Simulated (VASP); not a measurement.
Wanted: the native input for a VASP 6.6.1 run.

| Property | Result |
| --- | --- |
| Task | single point |
| Functional | BLYP |
| Potentials or basis | VASP PAW PBE potentials, release 64 (Si) |
| Cutoff | 520 eV |
| k mesh | 8 × 8 × 8 |
| Occupations | fermi-dirac, width 0.05 eV |
| Spin | collinear spin, ferromagnetic start |
| Starting moments | [0.5, 0.5] μB |
| Dipole correction | no |
| Further INCAR settings | ALGO = Normal; EDIFF = 1e-06; NBANDS = 15 |

The structure of Si lies in POSCAR:

```
Si
1.0
    0.0000000000      2.7576691254      2.7576691254
    2.7576691254      0.0000000000      2.7576691254
    2.7576691254      2.7576691254      0.0000000000
Si
2
Direct
    0.5000000000      0.5000000000      0.5000000000
    0.7500000000      0.7500000000      0.7500000000
```

This cell differs from its parent crystal: volume scaled by 1.04.

The input as run:

INCAR

```
SYSTEM = Si
PREC = Accurate
ENCUT = 520
EDIFF = 1E-6
ISMEAR = -1
SIGMA = 0.05
LREAL = .FALSE.
LASPH = .TRUE.
NELM = 150
ALGO = Normal
ISIF = 2
LWAVE = .FALSE.
LCHARG = .FALSE.
ISPIN = 2
MAGMOM = 0.5 0.5
LORBIT = 11
GGA = B5
ALDAX = 1.0
AGGAX = 1.0
AGGAC = 1.0
ALDAC = 0.0
NBANDS = 15
```

KPOINTS

```
Automatic mesh
0
G
  8 8 8
  0 0 0
```

Potentials or basis: VASP PAW PBE potentials, release 64 (Si).

Run with:

```bash
$ cat potpaw_PBE.64/Si/POTCAR > POTCAR
$ mpirun -np 1 vasp_std > vasp.out
```

Results of the run:

| Property | Result |
| --- | --- |
| Pressure | 0.9 GPa |
| Band gap on the k mesh | 0.90 eV, indirect (least direct gap 2.60 eV) |
| Net moment | 0.00 μB per cell |
| Valence electrons inside the program's atomic spheres | Si 1.68 |

Caveat: the PAW data sets were made with another functional, which shifts forces and pressure a little.

It took 62 s on 1 thread of AMD EPYC 7R43 64-Core Processor (Zen 3), with other jobs on the host, peak memory 0.15 GiB.
